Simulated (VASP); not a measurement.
# Al2As (P4/nmm) in VASP: further runs

Al2As is run at these levels: r2SCAN; tasks: single point, relaxation of cell and atoms.

Program: VASP 6.6.1. These are calculated values, not measurements. Logs are shortened: lines on timing, memory, paths and dates and some standing lists are left out, and cuts for length are marked.

## 1. The cell of the first run

The structure is tetragonal, space group P4/nmm (No. 129). The conventional cell has a = 3.951 Å, b = 3.951 Å, c = 6.029 Å, α = 90.00°, β = 90.00°, γ = 90.00°. Al (site symmetry -4m2) has 8 Al at 2.56 to 2.79 Å and 4 As at 2.68 Å within 3.4 Å. Within 3.5 Å of Al (site symmetry 4mm) lie 4 Al at 2.56 Å and 6 As at 2.59 to 3.44 Å. As (site symmetry 4mm) has 10 Al at 2.59 to 3.44 Å within 3.5 Å.

## 2. Single point, r2SCAN

Contents of POSCAR:

```
Al2As
1.0
    3.9511325383      0.0000000000      0.0000000000
    0.0000000000      3.9511325383      0.0000000000
    0.0000000000      0.0000000000      6.0286443614
Al As
4 2
Direct
    0.0000000000      0.0000000000      0.0000000000
    0.5000000000      0.5000000000      0.0000000000
    0.0000000000      0.5000000000      0.2700000000
    0.5000000000      0.0000000000      0.7300000000
    0.0000000000      0.5000000000      0.7000000000
    0.5000000000      0.0000000000      0.3000000000
```

Contents of INCAR.step1:

```
PREC = Accurate
ENCUT = 520
ISMEAR = 0
SIGMA = 0.1
LREAL = F
LASPH = T
NELM = 80
NBANDS = 20
GGA = PE
ALGO = Normal
EDIFF = 1E-4
LWAVE = T
LCHARG = F
```

Contents of INCAR.step2:

```
PREC = Accurate
ENCUT = 520
EDIFF = 1E-7
ISMEAR = 0
SIGMA = 0.1
LREAL = F
LASPH = T
NELM = 80
ALGO = Normal
ISIF = 2
LWAVE = F
LCHARG = T
METAGGA = R2SCAN
LMIXTAU = T
LELF = T
LVHAR = T
NBANDS = 20
ISTART = 1
```

Contents of KPOINTS:

```
Automatic mesh
0
Gamma
  4 4 4
```

Potentials or basis: VASP PAW PBE potentials, release 64 (Al, As).

Command:

```
> cat potpaw_PBE.64/Al/POTCAR potpaw_PBE.64/As/POTCAR > POTCAR
> cp INCAR.step1 INCAR
> mpirun -np 1 vasp_std > vasp.out
> cp INCAR.step2 INCAR
> mpirun -np 1 vasp_std > vasp.out
```

OUTCAR:

```text
PREC = Accurate
   ENCUT = 520
   EDIFF = 1E-7
   ISMEAR = 0
   LREAL = F
   LASPH = T
   NELM = 80
   ISIF = 2
   METAGGA = R2SCAN
   ISTART = 1

 ion  position               nearest neighbor table
   1  0.000  0.000  0.000-   3 2.56   4 2.56   3 2.56   4 2.56   5 2.68   5 2.68   6 2.68   6 2.68
                             2 2.79   2 2.79   2 2.79   2 2.79
   2  0.500  0.500  0.000-   3 2.56   4 2.56   4 2.56   3 2.56   5 2.68   6 2.68   6 2.68   5 2.68
                             1 2.79   1 2.79   1 2.79   1 2.79
   3  0.000  0.500  0.270-   1 2.56   2 2.56   1 2.56   2 2.56   5 2.59   6 2.80   6 2.80   6 2.80
                             6 2.80
   4  0.500  0.000  0.730-   1 2.56   2 2.56   2 2.56   1 2.56   6 2.59   5 2.80   5 2.80   5 2.80
                             5 2.80
   5  0.000  0.500  0.700-   3 2.59   2 2.68   1 2.68   1 2.68   2 2.68   4 2.80   4 2.80   4 2.80
                             4 2.80
   6  0.500  0.000  0.300-   4 2.59   2 2.68   1 2.68   2 2.68   1 2.68   3 2.80   3 2.80   3 2.80
                             3 2.80

  LATTYP: Found a simple tetragonal cell.
 ALAT       =     3.9511325383
 C/A-ratio  =     1.5258016032

  Lattice vectors:

 A1 = (   3.9511325383,   0.0000000000,   0.0000000000)
 A2 = (   0.0000000000,   3.9511325383,   0.0000000000)
 A3 = (   0.0000000000,   0.0000000000,   6.0286443614)

Analysis of symmetry for initial positions (statically):
=====================================================================
 Subroutine PRICEL returns:
 Original cell was already a primitive cell.

 Routine SETGRP: Setting up the symmetry group for a
 simple tetragonal supercell.

 Subroutine GETGRP returns: Found 16 space group operations
 (whereof  8 operations were pure point group operations)
 out of a pool of 16 trial point group operations.

The static configuration has the point symmetry D_2d.
 The point group associated with its full space group is D_4h.

Analysis of symmetry for dynamics (positions and initial velocities):
=====================================================================
 Subroutine PRICEL returns:
 Original cell was already a primitive cell.

 Routine SETGRP: Setting up the symmetry group for a
 simple tetragonal supercell.

 Subroutine GETGRP returns: Found 16 space group operations
 (whereof  8 operations were pure point group operations)
 out of a pool of 16 trial point group operations.

The dynamic configuration has the point symmetry D_2d.
 The point group associated with its full space group is D_4h.

 Subroutine INISYM returns: Found 16 space group operations
 (whereof  8 operations are pure point group operations),
 and found     1 'primitive' translations

----------------------------------------------------------------------------------------

                                     Primitive cell

  volume of cell :      94.1159

  direct lattice vectors                    reciprocal lattice vectors
     3.951132538  0.000000000  0.000000000     0.253091991  0.000000000  0.000000000
     0.000000000  3.951132538  0.000000000     0.000000000  0.253091991  0.000000000
     0.000000000  0.000000000  6.028644361     0.000000000  0.000000000  0.165874771

  length of vectors
     3.951132538  3.951132538  6.028644361     0.253091991  0.253091991  0.165874771

  position of ions in fractional coordinates (direct lattice)
     0.000000000  0.000000000  0.000000000
     0.500000000  0.500000000  0.000000000
     0.000000000  0.500000000  0.270000000
     0.500000000  0.000000000  0.730000000
     0.000000000  0.500000000  0.700000000
     0.500000000  0.000000000  0.300000000

  ion indices of the primitive-cell ions
   primitive index   ion index
                 1           1
                 2           2
                 3           3
                 4           4
                 5           5
                 6           6

----------------------------------------------------------------------------------------

 KPOINTS: Automatic mesh

Automatic generation of k-mesh.
 Grid dimensions read from file:
 generate k-points for:    4    4    4

 Generating k-lattice:

  Cartesian coordinates                     Fractional coordinates (reciprocal lattice)
     0.063272998  0.000000000  0.000000000     0.250000000  0.000000000  0.000000000
     0.000000000  0.063272998  0.000000000     0.000000000  0.250000000  0.000000000
     0.000000000  0.000000000  0.041468693     0.000000000  0.000000000  0.250000000

  Length of vectors
     0.063272998  0.063272998  0.041468693

  Shift w.r.t. Gamma in fractional coordinates (k-lattice)
     0.000000000  0.000000000  0.000000000

 Subroutine IBZKPT returns following result:
 ===========================================

 Found     18 irreducible k-points:

 Following reciprocal coordinates:
            Coordinates               Weight
  0.000000  0.000000  0.000000      1.000000
  0.250000  0.000000  0.000000      4.000000
  0.500000  0.000000  0.000000      2.000000
  0.250000  0.250000  0.000000      4.000000
  0.500000  0.250000  0.000000      4.000000
  0.500000  0.500000  0.000000      1.000000
[... 10 lines left out ...]
  0.500000  0.250000  0.500000      4.000000
  0.500000  0.500000  0.500000      1.000000
   k-points           NKPTS =     18   k-points in BZ     NKDIM =     18   number of bands    NBANDS=     20
   number of dos      NEDOS =    301   number of ions     NIONS =      6
   total plane-waves  NPLWV =  43200
   dimension x,y,z NGX =    30 NGY =   30 NGZ =   48
   dimension x,y,z NGXF=    60 NGYF=   60 NGZF=   96
   ions per type =               4   2
   NGX,Y,Z   is equivalent  to a cutoff of  12.62, 12.62, 13.24 a.u.
   NGXF,Y,Z  is equivalent  to a cutoff of  25.25, 25.25, 26.47 a.u.
 SYSTEM =  unknown system
   PREC   = accura    normal or accurate (medium, high low for compatibility)
   ISTART =      1    job   : 0-new  1-cont  2-samecut
   ICHARG =      0    charge: 1-file 2-atom 10-const
   ISPIN  =      1    spin polarized calculation?
   LNONCOLLINEAR =      F non collinear calculations
   LSORBIT =      F    spin-orbit coupling
   LASPH  =      T    aspherical Exc in radial PAW
   ENCUT  =  520.0 eV  38.22 Ry    6.18 a.u.   7.35  7.35 11.21*2*pi/ulx,y,z
   NELM   =     80;   NELMIN=  2; NELMDL=  0     # of ELM steps
   EDIFF  = 0.1E-06   stopping-criterion for ELM
   LREAL  =      F    real-space projection
   EDIFFG = 0.1E-05   stopping-criterion for IOM
   NSW    =      0    number of steps for IOM
   IBRION =     -1    ionic relax: 0-MD 1-quasi-New 2-CG
   NFREE  =      0    steps in history (QN), initial steepest desc. (CG)
   ISIF   =      2    stress and relaxation
   ISYM   =      2    0-nonsym 1-usesym 2-fastsym
   POTIM  = 0.5000    time-step for ionic-motion
   TEBEG  =    0.0;   TEEND  =   0.0 temperature during run
   PSTRESS=    0.0 pullay stress
   NELECT =      22.0000    total number of electrons
   NUPDOWN=      -1.0000    fix difference up-down
   EMIN   =  10.00;   EMAX   =-10.00  energy-range for DOS
   EFERMI =   0.00;   METHOD = LEGACY
   ISMEAR =     0;   SIGMA  =   0.10  broadening in eV -4-tet -1-fermi 0-gaus
   EFERMI_NEDOS =   21; number of points for ismear=-14 and -15
   IALGO  =     38    algorithm
   IMIX   =      4    mixing-type and parameters
     AMIX     =   0.40;   BMIX     =  1.00
     AMIX_MAG =   1.60;   BMIX_MAG =  1.00
  volume/ion in A,a.u.               =      15.69       105.85
  Fermi-wavevector in a.u.,A,eV,Ry     =   1.008466  1.905725 13.837186  1.017005
  Thomas-Fermi vector in A             =   2.141335
   LORBIT       =      0    0 simple, 1 ext, 2 COOP (PROOUT), +10 PAW based schemes
   METAGGA = R2SCAN    functional components
   LHFCALC =     F    Hartree Fock is set to
   AEXX    =    0.0000 exact exchange contribution
   IVDW    =     0    specifies the selected vdW correction
   LEPSILON=     F    determine dielectric tensor
   LRPA    =     F    only Hartree local field effects (RPA)
 non-spin polarized calculation
 Gauss-broadening in eV      SIGMA  =   0.10
  energy-cutoff  :      520.00
  volume of cell :       94.12
 maximum number of plane-waves:      2583
 NGX is ok and might be reduce to    30
   NGX = 15   NGY = 15   NGZ = 23

 number of electron      21.9999999 magnetization

 Free energy of the ion-electron system (eV)
  ---------------------------------------------------
  ext. energy  EPLUGINS =         0.00000000
  ---------------------------------------------------
  free energy    TOTEN  =       -54.55998437 eV

  energy without entropy =      -54.54698721  energy(sigma->0) =      -54.55348579

 E-fermi :   8.6629     XC(G=0): -11.3278

 val. band max:        8.6302462778   @ k =   0.5000   0.0000   0.2500
 cond. band min:       8.7103736088   @ k =   0.2500   0.0000   0.5000
 fundamental gap:      0.0801273310
 Fermi energy:         8.6628821170

 k-point     1 :       0.0000    0.0000    0.0000
  band No.  band energies     occupation
      1      -6.4779      2.00000
      2      -4.0284      2.00000
      3      -0.5060      2.00000
      4       3.4386      2.00000
      5       3.4386      2.00000
      6       3.5686      2.00000
[... 12 lines left out ...]
     19      13.5712      0.00000
     20      15.0432      0.00000

 k-point     2 :       0.2500    0.0000    0.0000
  band No.  band energies     occupation
      1      -5.9464      2.00000
      2      -3.8707      2.00000
      3      -0.0314      2.00000
      4       0.5063      2.00000
      5       2.9084      2.00000
      6       3.9868      2.00000
[... 12 lines left out ...]
     19      13.4357      0.00000
     20      13.7405      0.00000
[... 327 lines left out ...]
      3      -0.6599      2.00000
      4      -0.6599      2.00000
      5       2.8110      2.00000
      6       2.8110      2.00000
[... 12 lines left out ...]
     19      14.6004      0.00000
     20      14.6004      0.00000

 k-point    18 :       0.5000    0.5000    0.5000
  band No.  band energies     occupation
      1      -3.5470      2.00000
      2      -3.5470      2.00000
      3       0.6149      2.00000
      4       0.6149      2.00000
      5       1.1349      2.00000
      6       1.1349      2.00000
[... 12 lines left out ...]
     19      17.3426      0.00000
     20      17.3426      0.00000

------------------------ aborting loop because EDIFF is reached ----------------------------------------

  FORCE on cell =-STRESS in cart. coord.  units (eV):
  Direction    XX          YY          ZZ          XY          YZ          ZX
  --------------------------------------------------------------------------------------
  -------------------------------------------------------------------------------------
  Total        7.8867607      7.8867607     12.6208832      0.0000000      0.0000000     -0.0000000
  in kB      134.2599195    134.2599195    214.8510435      0.0000000      0.0000000     -0.0000000
  external PRESSURE =     161.1236275 kB  Pullay stress =       0.0000000 kB

 VOLUME and BASIS-vectors are now :
 -----------------------------------------------------------------------------
  energy-cutoff  :      520.00
  volume of cell :       94.12
      direct lattice vectors                 reciprocal lattice vectors
     3.951132538  0.000000000  0.000000000     0.253091991  0.000000000  0.000000000
     0.000000000  3.951132538  0.000000000     0.000000000  0.253091991  0.000000000
     0.000000000  0.000000000  6.028644361     0.000000000  0.000000000  0.165874771

 POSITION                                       TOTAL-FORCE (eV/Angst)
 -----------------------------------------------------------------------------------
      0.00000      0.00000      0.00000        -0.000000     -0.000000      0.000000
      1.97557      1.97557      0.00000        -0.000000      0.000000      0.000000
      0.00000      1.97557      1.62773         0.000000      0.000000      2.281868
      1.97557      0.00000      4.40091         0.000000     -0.000000     -2.281868
      0.00000      1.97557      4.22005        -0.000000      0.000000     -1.695369
      1.97557      0.00000      1.80859        -0.000000      0.000000      1.695369
 -----------------------------------------------------------------------------------
    total drift:                               -0.000000     -0.000000      0.000000

  FREE ENERGIE OF THE ION-ELECTRON SYSTEM (eV)
  ---------------------------------------------------
  free  energy   TOTEN  =       -54.5599843726 eV

  energy  without entropy=      -54.5469872119  energy(sigma->0) =      -54.55348579
```

Run time: 79 s. Hardware: 1 thread of Intel Xeon 6975P-C (Granite Rapids), shared host; peak memory 0.21 GiB.

What came out:

* Free energy: -54.5600 eV
* Pressure: 16.1 GPa
* Largest force: 2.282 eV/Å
* Band gap on the k mesh: zero (bands 11 and 12 overlap by 2.83 eV)

Forces in eV/Å, atoms in the order of the input:
```
Al   0.000  0.000  0.000
Al   0.000  0.000  0.000
Al   0.000  0.000  2.282
Al   0.000  0.000 -2.282
As   0.000  0.000 -1.695
As   0.000  0.000  1.695
```

Caveat: the k points lie up to 0.40 Å⁻¹ apart, too coarse for converged energies and pressures of a metal; the PAW data sets were made with another functional, which shifts forces and pressure a little.

## 3. Single point, r2SCAN

This run uses another cell than the first one, of 17.58 Å³/atom.

Contents of POSCAR:

```
Al2As
1.0
    3.7930906032      0.0000000000      0.0000000000
    0.0000000000      3.7930906032      0.0000000000
    0.0000000000      0.0000000000      7.3301123077
Al As
4 2
Direct
    0.0000000000      0.0000000000      0.0000000000
    0.5000000000      0.5000000000      0.0000000000
    0.0000000000      0.5000000000      0.3113530520
    0.5000000000      0.0000000000      0.6886469480
    0.0000000000      0.5000000000      0.6688246286
    0.5000000000      0.0000000000      0.3311753714
```

Contents of INCAR.step1:

```
PREC     = Accurate       # precision mode
ENCUT    = 520            # plane-wave cutoff, eV
ISMEAR   = 0              # smearing method
SIGMA    = 0.1            # smearing width, eV
LREAL    = F              # projectors in reciprocal space
LASPH    = T              # aspherical terms in the spheres
NELM     = 100            # most SCF steps
NBANDS   = 20             # bands
GGA      = PE             # functional
ALGO     = Normal         # electronic algorithm
EDIFF    = 1E-4           # SCF threshold, eV
LWAVE    = T              # write WAVECAR
LCHARG   = F              # write CHGCAR
```

Contents of INCAR.step2:

```
PREC     = Accurate       # precision mode
ENCUT    = 520            # plane-wave cutoff, eV
EDIFF    = 1E-6           # SCF threshold, eV
ISMEAR   = 0              # smearing method
SIGMA    = 0.1            # smearing width, eV
LREAL    = F              # projectors in reciprocal space
LASPH    = T              # aspherical terms in the spheres
NELM     = 100            # most SCF steps
ALGO     = Normal         # electronic algorithm
ISIF     = 2              # what is computed and relaxed
LWAVE    = F              # write WAVECAR
LCHARG   = T              # write CHGCAR
METAGGA  = R2SCAN         # meta-GGA
LMIXTAU  = T            
LELF     = T              # ELF
LVHAR    = T            
NBANDS   = 20             # bands
ISTART   = 1
```

KPOINTS is that of step 2.

Potentials or basis: VASP PAW PBE potentials, release 64 (Al, As).

Command:

```
> cat potpaw_PBE.64/Al/POTCAR potpaw_PBE.64/As/POTCAR > POTCAR
> cp INCAR.step1 INCAR
> mpirun -np 1 vasp_std > vasp.out
> cp INCAR.step2 INCAR
> mpirun -np 1 vasp_std > vasp.out
```

Wall time 78 s (1 thread of Intel Xeon 6975P-C (Granite Rapids), shared host); peak memory 0.22 GiB.

It converged, with:

* Free energy: -56.1835 eV
* Pressure: -0.1 GPa
* Largest force: 0.020 eV/Å
* Band gap on the k mesh: zero (bands 11 and 12 overlap by 4.42 eV)

Forces on the atoms (eV/Å):
```
Al   0.000  0.000  0.000
Al   0.000  0.000  0.000
Al   0.000  0.000 -0.020
Al   0.000  0.000  0.020
As   0.000  0.000  0.004
As   0.000  0.000 -0.004
```

Stress tensor (GPa, compression positive):
```
-0.17  0.00  0.00
 0.00 -0.17  0.00
 0.00  0.00 -0.06
```

Levels at points of the mesh, in eV from the Fermi level:
| k point | band 7 | band 8 | band 9 | band 10 | band 11 | band 12 | band 13 | band 14 | band 15 | band 16 |
| --- | --- | --- | --- | --- | --- | --- | --- | --- | --- | --- |
| (0.00, 0.00, 0.00) | -2.73 | -1.69 | -1.69 | -0.52 | 0.23 | 0.45 | 0.45 | 0.58 | 0.60 | 2.47 |
| (0.50, 0.00, 0.00) | -1.44 | -1.44 | -0.66 | -0.66 | 0.81 | 0.81 | 1.75 | 1.75 | 2.35 | 2.35 |
| (0.50, 0.50, 0.00) | -5.08 | -5.08 | -4.55 | -4.55 | -3.02 | -3.02 | 2.38 | 2.38 | 3.59 | 3.59 |
| (0.00, 0.00, 0.50) | -2.53 | -2.53 | -2.44 | -1.95 | 0.93 | 1.50 | 1.58 | 1.58 | 1.68 | 3.70 |
| (0.50, 0.00, 0.50) | -3.66 | -3.66 | -1.37 | -1.37 | 1.21 | 1.21 | 1.79 | 1.79 | 2.33 | 2.33 |
| (0.50, 0.50, 0.50) | -6.08 | -6.08 | -2.20 | -2.20 | -1.35 | -1.35 | -1.19 | -1.19 | 0.94 | 0.94 |

Caveat: the k points lie up to 0.41 Å⁻¹ apart, too coarse for converged energies and pressures of a metal; the PAW data sets were made with another functional, which shifts forces and pressure a little.

(Continued in part 2 of 2.)

The gap in the log of VASP goes by the Fermi energy; the results here count the filled bands.